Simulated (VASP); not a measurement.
# ZnO (Fm-3m) in VASP: settings compared

Aim: see how the results for ZnO move with the level of theory and the settings. Levels: PBE+D3(BJ), HSE06, PBE-based screened hybrid. Tasks: single point.

All numbers are computed with VASP 6.6.1; they aren't measurements. Logs are shortened: lines on timing, memory, paths and dates and some standing lists are left out, and cuts for length are marked.

## Step 1: The cell of the first run

Symmetry: Fm-3m, No. 225, cubic system. Conventional cell: a = 4.268 Å, b = 4.268 Å, c = 4.268 Å, α = 90.00°, β = 90.00°, γ = 90.00°. Within 2.8 Å of Zn (site symmetry m-3m) lie 6 O at 2.13 Å. Within 2.8 Å of O (site symmetry m-3m) lie 6 Zn at 2.13 Å.

## Step 2: Single point, PBE+D3(BJ)

Input file INCAR:

```
ALGO = Normal
EDIFF = 1E-6
ENCUT = 520
GGA = PE
ISIF = 2
ISMEAR = 0
IVDW = 12
LASPH = T
LCHARG = T
LELF = T
LREAL = F
LVHAR = T
LWAVE = F
NBANDS = 16
NELM = 100
PREC = Accurate
SIGMA = 0.01
```

Input file KPOINTS:

```
k-points
0
Gamma
  8 8 8
```

Input file POSCAR:

```
ZnO
1.0
    0.0000000000      2.1337703828      2.1337703828
    2.1337703828      0.0000000000      2.1337703828
    2.1337703828      2.1337703828      0.0000000000
Zn O
1 1
Direct
    0.0000000000      0.0000000000      0.0000000000
    0.5000000000      0.5000000000      0.5000000000
```

Potentials or basis: VASP PAW PBE potentials, release 64 (Zn, O).

Launch:

```bash
$ cat potpaw_PBE.64/Zn/POTCAR potpaw_PBE.64/O/POTCAR > POTCAR
$ mpirun -np 1 vasp_std > vasp.out
```

OUTCAR:

```text
EDIFF = 1E-6
   ENCUT = 520
   GGA = PE
   ISIF = 2
   ISMEAR = 0
   IVDW = 12
   LASPH = T
   LREAL = F
   NELM = 100
   PREC = Accurate
 IVDW          = 12

 ion  position               nearest neighbor table
   1  0.000  0.000  0.000-   2 2.13   2 2.13   2 2.13   2 2.13   2 2.13   2 2.13
   2  0.500  0.500  0.500-   1 2.13   1 2.13   1 2.13   1 2.13   1 2.13   1 2.13

  LATTYP: Found a face centered cubic cell.
 ALAT       =     4.2675407656

  Lattice vectors:

 A1 = (   0.0000000000,   2.1337703828,   2.1337703828)
 A2 = (   2.1337703828,   0.0000000000,   2.1337703828)
 A3 = (   2.1337703828,   2.1337703828,   0.0000000000)

Analysis of symmetry for initial positions (statically):
=====================================================================
 Subroutine PRICEL returns:
 Original cell was already a primitive cell.

 Routine SETGRP: Setting up the symmetry group for a
 face centered cubic supercell.

 Subroutine GETGRP returns: Found 48 space group operations
 (whereof 48 operations were pure point group operations)
 out of a pool of 48 trial point group operations.

The static configuration has the point symmetry O_h .

Analysis of symmetry for dynamics (positions and initial velocities):
=====================================================================
 Subroutine PRICEL returns:
 Original cell was already a primitive cell.

 Routine SETGRP: Setting up the symmetry group for a
 face centered cubic supercell.

 Subroutine GETGRP returns: Found 48 space group operations
 (whereof 48 operations were pure point group operations)
 out of a pool of 48 trial point group operations.

The dynamic configuration has the point symmetry O_h .

 Subroutine INISYM returns: Found 48 space group operations
 (whereof 48 operations are pure point group operations),
 and found     1 'primitive' translations

----------------------------------------------------------------------------------------

                                     Primitive cell

  volume of cell :      19.4300

  direct lattice vectors                    reciprocal lattice vectors
     0.000000000  2.133770383  2.133770383    -0.234326994  0.234326994  0.234326994
     2.133770383  0.000000000  2.133770383     0.234326994 -0.234326994  0.234326994
     2.133770383  2.133770383  0.000000000     0.234326994  0.234326994 -0.234326994

  length of vectors
     3.017607014  3.017607014  3.017607014     0.405866259  0.405866259  0.405866259

  position of ions in fractional coordinates (direct lattice)
     0.000000000  0.000000000  0.000000000
     0.500000000  0.500000000  0.500000000

  ion indices of the primitive-cell ions
   primitive index   ion index
                 1           1
                 2           2

----------------------------------------------------------------------------------------

 KPOINTS: k-points

Automatic generation of k-mesh.
 Grid dimensions read from file:
 generate k-points for:    8    8    8

 Generating k-lattice:

  Cartesian coordinates                     Fractional coordinates (reciprocal lattice)
    -0.029290874  0.029290874  0.029290874     0.125000000  0.000000000  0.000000000
     0.029290874 -0.029290874  0.029290874     0.000000000  0.125000000  0.000000000
     0.029290874  0.029290874 -0.029290874     0.000000000  0.000000000  0.125000000

  Length of vectors
     0.050733282  0.050733282  0.050733282

  Shift w.r.t. Gamma in fractional coordinates (k-lattice)
     0.000000000  0.000000000  0.000000000

 Subroutine IBZKPT returns following result:
 ===========================================

 Found     29 irreducible k-points:

 Following reciprocal coordinates:
            Coordinates               Weight
  0.000000  0.000000  0.000000      1.000000
  0.125000  0.000000  0.000000      8.000000
  0.250000  0.000000  0.000000      8.000000
  0.375000  0.000000  0.000000      8.000000
  0.500000  0.000000  0.000000      4.000000
  0.125000  0.125000  0.000000      6.000000
[... 16 lines left out ...]
  0.500000  0.250000  0.125000     48.000000
 -0.375000  0.250000  0.125000     24.000000
 [... further k-points ...]
   k-points           NKPTS =     29   k-points in BZ     NKDIM =     29   number of bands    NBANDS=     16
   number of dos      NEDOS =    301   number of ions     NIONS =      2
   total plane-waves  NPLWV =  13824
   dimension x,y,z NGX =    24 NGY =   24 NGZ =   24
   dimension x,y,z NGXF=    48 NGYF=   48 NGZF=   48
   ions per type =               1   1
   NGX,Y,Z   is equivalent  to a cutoff of  13.22, 13.22, 13.22 a.u.
   NGXF,Y,Z  is equivalent  to a cutoff of  26.44, 26.44, 26.44 a.u.
 SYSTEM =  unknown system
   PREC   = accura    normal or accurate (medium, high low for compatibility)
   ISTART =      0    job   : 0-new  1-cont  2-samecut
   ICHARG =      2    charge: 1-file 2-atom 10-const
   ISPIN  =      1    spin polarized calculation?
   LNONCOLLINEAR =      F non collinear calculations
   LSORBIT =      F    spin-orbit coupling
   LASPH  =      T    aspherical Exc in radial PAW
   ENCUT  =  520.0 eV  38.22 Ry    6.18 a.u.   5.61  5.61  5.61*2*pi/ulx,y,z
   NELM   =    100;   NELMIN=  2; NELMDL= -5     # of ELM steps
   EDIFF  = 0.1E-05   stopping-criterion for ELM
   LREAL  =      F    real-space projection
   EDIFFG = 0.1E-04   stopping-criterion for IOM
   NSW    =      0    number of steps for IOM
   IBRION =     -1    ionic relax: 0-MD 1-quasi-New 2-CG
   NFREE  =      0    steps in history (QN), initial steepest desc. (CG)
   ISIF   =      2    stress and relaxation
   ISYM   =      2    0-nonsym 1-usesym 2-fastsym
   POTIM  = 0.5000    time-step for ionic-motion
   TEBEG  =    0.0;   TEEND  =   0.0 temperature during run
   PSTRESS=    0.0 pullay stress
   NELECT =      18.0000    total number of electrons
   NUPDOWN=      -1.0000    fix difference up-down
   EMIN   =  10.00;   EMAX   =-10.00  energy-range for DOS
   EFERMI =   0.00;   METHOD = LEGACY
   ISMEAR =     0;   SIGMA  =   0.01  broadening in eV -4-tet -1-fermi 0-gaus
   EFERMI_NEDOS =   21; number of points for ismear=-14 and -15
   IALGO  =     38    algorithm
   IMIX   =      4    mixing-type and parameters
     AMIX     =   0.40;   BMIX     =  1.00
     AMIX_MAG =   1.60;   BMIX_MAG =  1.00
  volume/ion in A,a.u.               =       9.72        65.56
  Fermi-wavevector in a.u.,A,eV,Ry     =   1.595908  3.015830 34.653003  2.546924
  Thomas-Fermi vector in A             =   2.693754
   LORBIT       =      0    0 simple, 1 ext, 2 COOP (PROOUT), +10 PAW based schemes
   GGA     = PE    functional components
   LHFCALC =     F    Hartree Fock is set to
   AEXX    =    0.0000 exact exchange contribution
   IVDW    =    12    specifies the selected vdW correction
   LEPSILON=     F    determine dielectric tensor
   LRPA    =     F    only Hartree local field effects (RPA)
 non-spin polarized calculation
 Gauss-broadening in eV      SIGMA  =   0.01
  energy-cutoff  :      520.00
  volume of cell :       19.43
 maximum number of plane-waves:       544
 NGX is ok and might be reduce to    24
   NGX = 11   NGY = 11   NGZ = 11

 number of electron      18.0000003 magnetization

 Free energy of the ion-electron system (eV)
  ---------------------------------------------------
  ext. energy  EPLUGINS =         0.00000000
  ---------------------------------------------------
  free energy    TOTEN  =        -8.60431649 eV

  energy without entropy =       -8.60431649  energy(sigma->0) =       -8.60431649

 E-fermi :   2.9836     XC(G=0): -12.3439

 val. band max:        2.8270309202   @ k =   0.5000   0.0000   0.0000
 cond. band min:       3.7428483404   @ k =   0.0000   0.0000   0.0000
 fundamental gap:      0.9158174202
 Fermi energy:         2.9836246841

 k-point     1 :       0.0000    0.0000    0.0000
  band No.  band energies     occupation
      1     -15.8510      2.00000
      2      -2.0471      2.00000
      3      -2.0471      2.00000
      4      -2.0471      2.00000
      5      -1.8278      2.00000
      6      -1.8278      2.00000
[... 8 lines left out ...]
     15      22.3470      0.00000
     16      22.3470      0.00000

 k-point     2 :       0.1250    0.0000    0.0000
  band No.  band energies     occupation
      1     -15.6777      2.00000
      2      -2.1912      2.00000
      3      -2.1100      2.00000
      4      -2.1100      2.00000
      5      -1.9285      2.00000
      6      -1.9285      2.00000
[... 8 lines left out ...]
     15      22.5864      0.00000
     16      22.5864      0.00000

 k-point     3 :       0.2500    0.0000    0.0000
  band No.  band energies     occupation
      1     -15.2231      2.00000
      2      -2.9670      2.00000
      3      -2.5235      2.00000
      4      -2.5235      2.00000
      5      -1.8151      2.00000
      6      -1.8151      2.00000
[... 8 lines left out ...]
     15      23.9096      0.00000
     16      23.9096      0.00000

 k-point     4 :       0.3750    0.0000    0.0000
  band No.  band energies     occupation
      1     -14.7022      2.00000
      2      -4.1205      2.00000
      3      -2.8831      2.00000
      4      -2.8831      2.00000
      5      -1.6738      2.00000
      6      -1.6738      2.00000
[... 8 lines left out ...]
     15      25.9917      0.00000
     16      25.9917      0.00000

 k-point     5 :       0.5000    0.0000    0.0000
  band No.  band energies     occupation
      1     -14.4605      2.00000
      2      -4.6296      2.00000
      3      -3.0175      2.00000
      4      -3.0175      2.00000
      5      -1.6134      2.00000
      6      -1.6134      2.00000
[... 8 lines left out ...]
     15      27.5636      0.00000
     16      27.5637      0.00000

 k-point     6 :       0.1250    0.1250    0.0000
  band No.  band energies     occupation
      1     -15.6242      2.00000
      2      -2.3705      2.00000
      3      -2.1111      2.00000
      4      -2.0473      2.00000
      5      -2.0473      2.00000
      6      -1.7977      2.00000
[... 8 lines left out ...]
     15      25.2529      0.00000
     16      25.2854      0.00000

 k-point     7 :       0.2500    0.1250    0.0000
  band No.  band energies     occupation
      1     -15.2751      2.00000
      2      -2.9482      2.00000
      3      -2.3506      2.00000
      4      -2.2150      2.00000
      5      -1.9549      2.00000
      6      -1.7505      2.00000
[... 8 lines left out ...]
     15      25.1411      0.00000
     16      26.2458      0.00000

 k-point     8 :       0.3750    0.1250    0.0000
  band No.  band energies     occupation
      1     -14.7863      2.00000
      2      -3.7172      2.00000
      3      -2.7938      2.00000
      4      -2.6057      2.00000
      5      -1.8047      2.00000
      6      -1.6378      2.00000
[... 8 lines left out ...]
     15      25.4385      0.00000
     16      27.4052      0.00000

 k-point     9 :       0.5000    0.1250    0.0000
  band No.  band energies     occupation
      1     -14.4475      2.00000
      2      -4.3288      2.00000
      3      -2.9880      2.00000
      4      -2.8937      2.00000
      5      -1.6644      2.00000
      6      -1.5990      2.00000
[... 8 lines left out ...]
     15      25.7582      0.00000
     16      27.8668      0.00000
[... 172 lines left out ...]
 k-point    19 :       0.5000    0.3750    0.0000
  band No.  band energies     occupation
      1     -14.3666      2.00000
      2      -3.0509      2.00000
      3      -2.5641      2.00000
      4      -1.9920      2.00000
      5      -1.5853      2.00000
      6      -1.5264      2.00000
[... 8 lines left out ...]
     15      30.4090      0.00000
     16      31.3417      0.00000

 k-point    20 :      -0.3750    0.3750    0.0000
  band No.  band energies     occupation
      1     -14.2826      2.00000
      2      -3.0685      2.00000
      3      -2.8682      2.00000
      4      -2.4519      2.00000
      5      -1.5975      2.00000
      6      -1.5656      2.00000
[... 8 lines left out ...]
     15      28.5998      0.00000
     16      31.0055      0.00000

 k-point    21 :       0.5000    0.5000    0.0000
  band No.  band energies     occupation
      1     -14.3460      2.00000
      2      -2.8275      2.00000
      3      -2.4864      2.00000
      4      -1.6213      2.00000
      5      -1.4977      2.00000
      6      -1.4977      2.00000
[... 8 lines left out ...]
     15      29.7474      0.00000
     16      34.2078      0.00000

 k-point    22 :       0.3750    0.2500    0.1250
  band No.  band energies     occupation
      1     -14.9192      2.00000
      2      -3.4003      2.00000
      3      -2.5130      2.00000
      4      -2.4473      2.00000
      5      -1.8617      2.00000
      6      -1.6315      2.00000
[... 8 lines left out ...]
     15      27.1046      0.00000
     16      27.3019      0.00000

 k-point    23 :       0.5000    0.2500    0.1250
  band No.  band energies     occupation
      1     -14.5294      2.00000
      2      -3.7716      2.00000
      3      -2.8321      2.00000
      4      -2.6569      2.00000
      5      -1.7345      2.00000
      6      -1.5713      2.00000
[... 8 lines left out ...]
     15      26.2954      0.00000
     16      28.4339      0.00000

 k-point    24 :      -0.3750    0.2500    0.1250
  band No.  band energies     occupation
      1     -14.3561      2.00000
      2      -3.9346      2.00000
      3      -2.9108      2.00000
      4      -2.8164      2.00000
      5      -1.6322      2.00000
      6      -1.6094      2.00000
[... 8 lines left out ...]
     15      24.5199      0.00000
     16      29.2352      0.00000

 [... further k-points ...]

------------------------ aborting loop because EDIFF is reached ----------------------------------------

 Edisp (eV)   -0.54843

 E8    (eV) :    -0.2057

  FORCE on cell =-STRESS in cart. coord.  units (eV):
  Direction    XX          YY          ZZ          XY          YZ          ZX
  --------------------------------------------------------------------------------------
  -------------------------------------------------------------------------------------
  Total       0.54706     0.54706     0.54706     0.00000     0.00000    -0.00000
  in kB      45.11019    45.11019    45.11019     0.00000     0.00000    -0.00000
  external pressure =       45.11 kB  Pullay stress =        0.00 kB

 VOLUME and BASIS-vectors are now :
 -----------------------------------------------------------------------------
  energy-cutoff  :      520.00
  volume of cell :       19.43
      direct lattice vectors                 reciprocal lattice vectors
     0.000000000  2.133770383  2.133770383    -0.234326994  0.234326994  0.234326994
     2.133770383  0.000000000  2.133770383     0.234326994 -0.234326994  0.234326994
     2.133770383  2.133770383  0.000000000     0.234326994  0.234326994 -0.234326994

 POSITION                                       TOTAL-FORCE (eV/Angst)
 -----------------------------------------------------------------------------------
      0.00000      0.00000      0.00000        -0.000000     -0.000000     -0.000000
      2.13377      2.13377      2.13377         0.000000      0.000000      0.000000
 -----------------------------------------------------------------------------------
    total drift:                                0.000000     -0.000000     -0.000000

  FREE ENERGIE OF THE ION-ELECTRON SYSTEM (eV)
  ---------------------------------------------------
  free  energy   TOTEN  =        -9.1527444239 eV

  energy  without entropy=       -9.1527444239  energy(sigma->0) =       -9.15274442
```

Wall time 5.9 s (1 thread of Intel Xeon Platinum 8488C (Sapphire Rapids), shared host); peak memory 0.15 GiB.

Results:

| Property | Result |
| --- | --- |
| Free energy | -9.1527 eV |
| Pressure | 4.5 GPa |
| Band gap on the k mesh | 0.92 eV, indirect (least direct gap 2.32 eV) |
| Dispersion energy per atom | -0.274 eV |

A k mesh can miss the band edges. PBE gaps usually lie below the measured ones, often by a third to a half.

(Continued in part 2 of 2.)
